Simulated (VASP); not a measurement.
# B (P6_3/mmc) in VASP: notebook

B is run at these levels: PBE; tasks: relaxation of cell and atoms.

Program: VASP 6.6.1. These are calculated values, not measurements. Logs are shortened: lines on timing, memory, paths and dates and some standing lists are left out, and cuts for length are marked.

### 1 The cell of the first run

The structure is hexagonal, space group P6_3/mmc (No. 194). Conventional cell: a = 2.115 Å, b = 2.115 Å, c = 6.209 Å, α = 90.00°, β = 90.00°, γ = 120.00°. Within 2.6 Å of B (site symmetry -3m) lie 12 B at 1.98 to 2.12 Å. Within 2.6 Å of B (site symmetry -6m2) lie 12 B at 1.98 to 2.12 Å.

This isn't the form of B at room conditions, which is rhombohedral.

### 2 Relaxation of cell and atoms, PBE

Input file INCAR:

```
SYSTEM = B
  ALGO = Normal
  EDIFF = 1E-7
  EDIFFG = -0.01
  ENCUT = 600
  GGA = PE
  IBRION = 2
  ISIF = 3
  ISMEAR = 0
  LASPH = .True.
  LCHARG = .False.
  LREAL = .False.
  LWAVE = .False.
  NELM = 80
  NSW = 100
  PREC = Accurate
  SIGMA = 0.1
```

Input file KPOINTS:

```
k-points
0
Gamma
  24 24 8
  0 0 0
```

Input file POSCAR:

```
B
1.0
    2.1151824291      0.0000000000      0.0000000000
   -1.0575912146      1.8318017172      0.0000000000
    0.0000000000      0.0000000000      6.2092287249
B
4
Direct
    0.0000000000      0.0000000000      0.0000000000
    0.0000000000      0.0000000000      0.5000000000
    0.3333333333      0.6666666667      0.7500000000
    0.6666666667      0.3333333333      0.2500000000
```

Potentials or basis: VASP PAW PBE potentials, release 64 (B).

Launch:

```console
$ cat potpaw_PBE.64/B/POTCAR > POTCAR
$ mpirun -np 1 vasp_std > vasp.out
```

OUTCAR:

```text
SYSTEM = B
   EDIFF = 1E-7
   EDIFFG = -0.01
   ENCUT = 600
   GGA = PE
   IBRION = 2
   ISIF = 3
   ISMEAR = 0
   LASPH = .True.
   LREAL = .False.
   NELM = 80
   NSW = 100
   PREC = Accurate

 ion  position               nearest neighbor table
   1  0.000  0.000  0.000-   3 1.98   4 1.98   3 1.98   4 1.98   4 1.98   3 1.98
   2  0.000  0.000  0.500-   3 1.98   4 1.98   3 1.98   4 1.98   4 1.98   3 1.98
   3  0.333  0.667  0.750-   1 1.98   2 1.98   1 1.98   2 1.98   1 1.98   2 1.98
   4  0.667  0.333  0.250-   1 1.98   2 1.98   1 1.98   2 1.98   1 1.98   2 1.98

  LATTYP: Found a hexagonal cell.
 ALAT       =     2.1151824291
 C/A-ratio  =     2.9355523379

  Lattice vectors:

 A1 = (   2.1151824291,   0.0000000000,   0.0000000000)
 A2 = (  -1.0575912146,   1.8318017172,   0.0000000000)
 A3 = (   0.0000000000,   0.0000000000,   6.2092287249)

Analysis of symmetry for initial positions (statically):
=====================================================================
 Subroutine PRICEL returns:
 Original cell was already a primitive cell.

 Routine SETGRP: Setting up the symmetry group for a
 hexagonal supercell.

 Subroutine GETGRP returns: Found 24 space group operations
 (whereof 12 operations were pure point group operations)
 out of a pool of 24 trial point group operations.

The static configuration has the point symmetry D_3d.
 The point group associated with its full space group is D_6h.

Analysis of symmetry for dynamics (positions and initial velocities):
=====================================================================
 Subroutine PRICEL returns:
 Original cell was already a primitive cell.

 Routine SETGRP: Setting up the symmetry group for a
 hexagonal supercell.

 Subroutine GETGRP returns: Found 24 space group operations
 (whereof 12 operations were pure point group operations)
 out of a pool of 24 trial point group operations.

The dynamic configuration has the point symmetry D_3d.
 The point group associated with its full space group is D_6h.

 Subroutine INISYM returns: Found 24 space group operations
 (whereof 12 operations are pure point group operations),
 and found     1 'primitive' translations

----------------------------------------------------------------------------------------

                                     Primitive cell

  volume of cell :      24.0582

  direct lattice vectors                    reciprocal lattice vectors
     2.115182429  0.000000000  0.000000000     0.472772460  0.272955307  0.000000000
    -1.057591215  1.831801717  0.000000000     0.000000000  0.545910614  0.000000000
     0.000000000  0.000000000  6.209228725     0.000000000  0.000000000  0.161050598

  length of vectors
     2.115182429  2.115182429  6.209228725     0.545910614  0.545910614  0.161050598

  position of ions in fractional coordinates (direct lattice)
     0.000000000  0.000000000  0.000000000
     0.000000000  0.000000000  0.500000000
     0.333333333  0.666666667  0.750000000
     0.666666667  0.333333333  0.250000000

  ion indices of the primitive-cell ions
   primitive index   ion index
                 1           1
                 2           2
                 3           3
                 4           4

----------------------------------------------------------------------------------------

 KPOINTS: k-points

Automatic generation of k-mesh.
 Grid dimensions read from file:
 generate k-points for:   24   24    8

 Generating k-lattice:

  Cartesian coordinates                     Fractional coordinates (reciprocal lattice)
     0.019698852  0.011373138  0.000000000     0.041666667  0.000000000  0.000000000
     0.000000000  0.022746276  0.000000000     0.000000000  0.041666667  0.000000000
     0.000000000  0.000000000  0.020131325     0.000000000  0.000000000  0.125000000

  Length of vectors
     0.022746276  0.022746276  0.020131325

  Shift w.r.t. Gamma in fractional coordinates (k-lattice)
     0.000000000  0.000000000  0.000000000

 Subroutine IBZKPT returns following result:
 ===========================================

 Found    305 irreducible k-points:

 Following reciprocal coordinates:
            Coordinates               Weight
  0.000000  0.000000  0.000000      1.000000
  0.041667 -0.000000  0.000000      6.000000
  0.083333 -0.000000  0.000000      6.000000
  0.125000 -0.000000  0.000000      6.000000
  0.166667 -0.000000  0.000000      6.000000
  0.208333 -0.000000  0.000000      6.000000
[... 16 lines left out ...]
  0.416667  0.041667  0.000000     12.000000
  0.458333  0.041667  0.000000     12.000000
 [... further k-points ...]
   k-points           NKPTS =    305   k-points in BZ     NKDIM =    305   number of bands    NBANDS=     10
   number of dos      NEDOS =    301   number of ions     NIONS =      4
   total plane-waves  NPLWV =  16200
   dimension x,y,z NGX =    18 NGY =   18 NGZ =   50
   dimension x,y,z NGXF=    36 NGYF=   36 NGZF=  100
   ions per type =               4
   NGX,Y,Z   is equivalent  to a cutoff of  14.15, 14.15, 13.39 a.u.
   NGXF,Y,Z  is equivalent  to a cutoff of  28.29, 28.29, 26.77 a.u.
 SYSTEM =  B
   PREC   = accura    normal or accurate (medium, high low for compatibility)
   ISTART =      0    job   : 0-new  1-cont  2-samecut
   ICHARG =      2    charge: 1-file 2-atom 10-const
   ISPIN  =      1    spin polarized calculation?
   LNONCOLLINEAR =      F non collinear calculations
   LSORBIT =      F    spin-orbit coupling
   LASPH  =      T    aspherical Exc in radial PAW
   ENCUT  =  600.0 eV  44.10 Ry    6.64 a.u.   4.22  4.22 12.40*2*pi/ulx,y,z
   NELM   =     80;   NELMIN=  2; NELMDL= -5     # of ELM steps
   EDIFF  = 0.1E-06   stopping-criterion for ELM
   LREAL  =      F    real-space projection
   EDIFFG = -.1E-01   stopping-criterion for IOM
   NSW    =    100    number of steps for IOM
   IBRION =      2    ionic relax: 0-MD 1-quasi-New 2-CG
   NFREE  =      1    steps in history (QN), initial steepest desc. (CG)
   ISIF   =      3    stress and relaxation
   ISYM   =      2    0-nonsym 1-usesym 2-fastsym
   POTIM  = 0.5000    time-step for ionic-motion
   TEBEG  =    0.0;   TEEND  =   0.0 temperature during run
   PSTRESS=    0.0 pullay stress
   NELECT =      12.0000    total number of electrons
   NUPDOWN=      -1.0000    fix difference up-down
   EMIN   =  10.00;   EMAX   =-10.00  energy-range for DOS
   EFERMI =   0.00;   METHOD = LEGACY
   ISMEAR =     0;   SIGMA  =   0.10  broadening in eV -4-tet -1-fermi 0-gaus
   EFERMI_NEDOS =   21; number of points for ismear=-14 and -15
   IALGO  =     38    algorithm
   IMIX   =      4    mixing-type and parameters
     AMIX     =   0.40;   BMIX     =  1.00
     AMIX_MAG =   1.60;   BMIX_MAG =  1.00
  volume/ion in A,a.u.               =       6.01        40.59
  Fermi-wavevector in a.u.,A,eV,Ry     =   1.298317  2.453463 22.934333  1.685626
  Thomas-Fermi vector in A             =   2.429653
   LORBIT       =      0    0 simple, 1 ext, 2 COOP (PROOUT), +10 PAW based schemes
   GGA     = PE    functional components
   LHFCALC =     F    Hartree Fock is set to
   AEXX    =    0.0000 exact exchange contribution
   IVDW    =     0    specifies the selected vdW correction
   LEPSILON=     F    determine dielectric tensor
   LRPA    =     F    only Hartree local field effects (RPA)
 conjugate gradient relaxation of ions
 non-spin polarized calculation
 Gauss-broadening in eV      SIGMA  =   0.10
  energy-cutoff  :      600.00
  volume of cell :       24.06
 maximum number of plane-waves:       820
 NGX is ok and might be reduce to    18
   NGX =  9   NGY =  9   NGZ = 25

--------------------------------------- Ionic step        1  -------------------------------------------

 number of electron      12.0000000 magnetization

 Free energy of the ion-electron system (eV)
  ---------------------------------------------------
  ext. energy  EPLUGINS =         0.00000000
  ---------------------------------------------------
  free energy    TOTEN  =       -21.03081312 eV

  energy without entropy =      -21.02696754  energy(sigma->0) =      -21.02889033

------------------------ aborting loop because EDIFF is reached ----------------------------------------

  FORCE on cell =-STRESS in cart. coord.  units (eV):
  Direction    XX          YY          ZZ          XY          YZ          ZX
  --------------------------------------------------------------------------------------
  -------------------------------------------------------------------------------------
  Total        0.6464541      0.6464541     -1.4429887     -0.0000000      0.0000000      0.0000000
  in kB       43.0511101     43.0511101    -96.0969382     -0.0000000      0.0000000      0.0000000
  external PRESSURE =      -3.3315727 kB  Pullay stress =       0.0000000 kB
[... 95 lines left out ...]
  FREE ENERGIE OF THE ION-ELECTRON SYSTEM (eV)
  ---------------------------------------------------
  free  energy   TOTEN  =       -21.1450540120 eV

  energy  without entropy=      -21.1407629277  energy(sigma->0) =      -21.14290847

 E-fermi :  10.0893     XC(G=0): -12.9906

 val. band max:       10.0866101410   @ k =   0.3750   0.2500   0.0000
 cond. band min:      10.0941426906   @ k =   0.2500   0.0833   0.2500
 fundamental gap:      0.0075325496
 Fermi energy:        10.0893283004

 k-point     1 :       0.0000    0.0000    0.0000
  band No.  band energies     occupation
      1      -8.6609      2.00000
      2      -4.6028      2.00000
      3      -4.5941      2.00000
      4       4.5072      2.00000
      5      13.1699      0.00000
      6      17.2595      0.00000
      7      17.2595      0.00000
      8      19.5738      0.00000
      9      19.5738      0.00000
     10      20.1607      0.00000
[... 287 lines left out ...]
 k-point    24 :       0.4583    0.0417    0.0000
  band No.  band energies     occupation
      1      -1.4056      2.00000
      2      -0.1400      2.00000
      3       1.5689      2.00000
      4       1.5853      2.00000
      5       5.4270      2.00000
      6       6.0947      2.00000
      7      11.0215      0.00000
      8      12.3974      0.00000
      9      14.9295      0.00000
     10      15.6884      0.00000

 [... further k-points ...]

[... ionic steps 4 to 12 ...]

--------------------------------------- Ionic step       13  -------------------------------------------

 number of electron      12.0000000 magnetization

------------------------ aborting loop because EDIFF is reached ----------------------------------------
[... 71 lines left out ...]
--------------------------------------- Ionic step       15  -------------------------------------------

 number of electron      12.0000001 magnetization

 Free energy of the ion-electron system (eV)
  ---------------------------------------------------
  ext. energy  EPLUGINS =         0.00000000
  ---------------------------------------------------
  free energy    TOTEN  =       -21.66371740 eV

  energy without entropy =      -21.65882678  energy(sigma->0) =      -21.66127209

 E-fermi :   8.8206     XC(G=0): -12.5899

 val. band max:        8.8058671468   @ k =   0.2500   0.2083   0.0000
 cond. band min:       8.8236033839   @ k =   0.2083   0.0417   0.2500
 fundamental gap:      0.0177362371
 Fermi energy:         8.8206157700

 k-point     1 :       0.0000    0.0000    0.0000
  band No.  band energies     occupation
      1      -8.7030      2.00000
      2      -4.7403      2.00000
      3      -4.7341      2.00000
      4       4.1601      2.00000
      5      12.2961      0.00000
      6      15.2674      0.00000
      7      15.2674      0.00000
      8      17.4741      0.00000
      9      17.4741      0.00000
     10      18.0640      0.00000
[... 330 lines left out ...]
  FREE ENERGIE OF THE ION-ELECTRON SYSTEM (eV)
  ---------------------------------------------------
  free  energy   TOTEN  =       -21.6637173962 eV

  energy  without entropy=      -21.6588267824  energy(sigma->0) =      -21.66127209

 reached required accuracy - stopping structural energy minimisation
```

Wall time 14 min (1 thread of Intel Xeon 8259CL, shared host); peak memory 0.21 GiB.

Results:

```
Free energy                           : -21.6637 eV
Relaxed volume                        : 6.44 Å³/atom
Relaxed cell                          : a = 2.333 Å, b = 2.333 Å, c = 5.466 Å, α = 90.00°, β = 90.00°, γ = 120.00°
Space group after relaxing (to 0.1 Å) : P6_3/mmc (No. 194)
Energy gained by relaxing             : 158.2 meV/atom
Ionic steps                           : 15
Pressure after relaxing               : 0.2 GPa
Band gap on the k mesh                : zero (bands 6 and 7 overlap by 10.14 eV)
```

Step by step:
```csv
step,energy change (eV),largest force (eV/Å),pressure (GPa),volume (Å³)
1,0.0000,0.0000,-0.33,24.06
2,-0.0274,0.0000,1.79,24.01
3,-0.1142,0.0000,6.05,23.90
4,-0.4114,0.0000,17.59,23.59
5,0.2337,0.0000,50.69,22.57
6,-0.4226,0.0000,28.57,23.28
7,-0.4637,0.0000,24.05,23.41
8,-0.4693,0.0000,24.03,23.44
9,-0.4784,0.0000,23.98,23.54
10,-0.4789,0.0000,23.98,23.57
11,-0.4902,0.0000,22.97,23.65
12,-0.5212,0.0000,20.02,23.88
13,-0.5713,0.0000,14.46,24.35
14,-0.6266,0.0000,4.39,25.31
15,-0.6329,0.0000,0.20,25.76
```

Final structure:
```
B
1.0
     2.33281    0.00000    0.00000
    -1.16641    2.02027    0.00000
     0.00000    0.00000    5.46592
B
4
Direct
  0.00000 0.00000 0.00000
  0.00000 0.00000 0.50000
  0.33333 0.66667 0.75000
  0.66667 0.33333 0.25000
```

### 3 Relaxation of cell and atoms, PBE

This run uses another cell than the first one, of 6.45 Å³/atom.

Input file INCAR:

```
PREC = Accurate
ENCUT = 600
EDIFF = 1E-6
ISMEAR = 0
SIGMA = 0.1
LREAL = F
LASPH = T
NELM = 80
ALGO = Normal
ISIF = 3
LWAVE = F
LCHARG = F
GGA = PE
IBRION = 2
NSW = 100
EDIFFG = -0.01
```

Input file KPOINTS:

```
Automatic mesh
0
Gamma
  24 24 8
```

Input file POSCAR:

```
B
1.0
    2.3344087848      0.0000000000      0.0000000000
   -1.1672043924      2.0216573104      0.0000000000
    0.0000000000      0.0000000000      5.4662908652
B
4
Direct
    0.0000000000      0.0000000000      0.0000000000
    0.0000000000      0.0000000000      0.5000000000
    0.3333333333      0.6666666667      0.7500000000
    0.6666666667      0.3333333333      0.2500000000
```

Potentials or basis: VASP PAW PBE potentials, release 64 (B).

Launch:

```console
$ cat potpaw_PBE.64/B/POTCAR > POTCAR
$ mpirun -np 1 vasp_std > vasp.out
```

Run time: 1.8 min. Hardware: 1 thread of Intel Xeon 8259CL, shared host; peak memory 0.2 GiB.

It converged, with:

```yaml
Free_energy: -21.6654 eV
Pressure_after_relaxing: -0.1 GPa
Band_gap_on_the_k_mesh: zero (bands 6 and 7 overlap by 10.12 eV)
```

Stress tensor (GPa, compression positive):
```
-0.17  0.00  0.00
 0.00 -0.17  0.00
 0.00  0.00  0.00
```

Final structure:
```cif
data_structure
_symmetry_space_group_name_H-M 'P 1'
_symmetry_Int_Tables_number 1
_cell_length_a 2.3344
_cell_length_b 2.3344
_cell_length_c 5.4663
_cell_angle_alpha 90.000
_cell_angle_beta 90.000
_cell_angle_gamma 120.000
_cell_volume 25.80
loop_
_atom_site_label
_atom_site_type_symbol
_atom_site_fract_x
_atom_site_fract_y
_atom_site_fract_z
_atom_site_occupancy
B1 B 0.00000 0.00000 0.00000 1
B2 B 0.00000 0.00000 0.50000 1
B3 B 0.33333 0.66667 0.75000 1
B4 B 0.66667 0.33333 0.25000 1
```

Levels at points of the mesh, in eV from the Fermi level:
```csv
k point,band 4,band 5,band 6,band 7,band 8,band 9
"(0.00, 0.00, 0.00)",-4.64,3.49,6.43,6.43,8.64,8.64
"(0.50, 0.00, 0.00)",-7.56,-4.56,-3.87,1.10,2.67,5.01
"(0.00, 0.00, 0.50)",-8.78,7.14,7.14,7.14,7.14,9.18
"(0.50, 0.00, 0.50)",-8.90,-2.23,-2.23,0.99,0.99,2.23
```
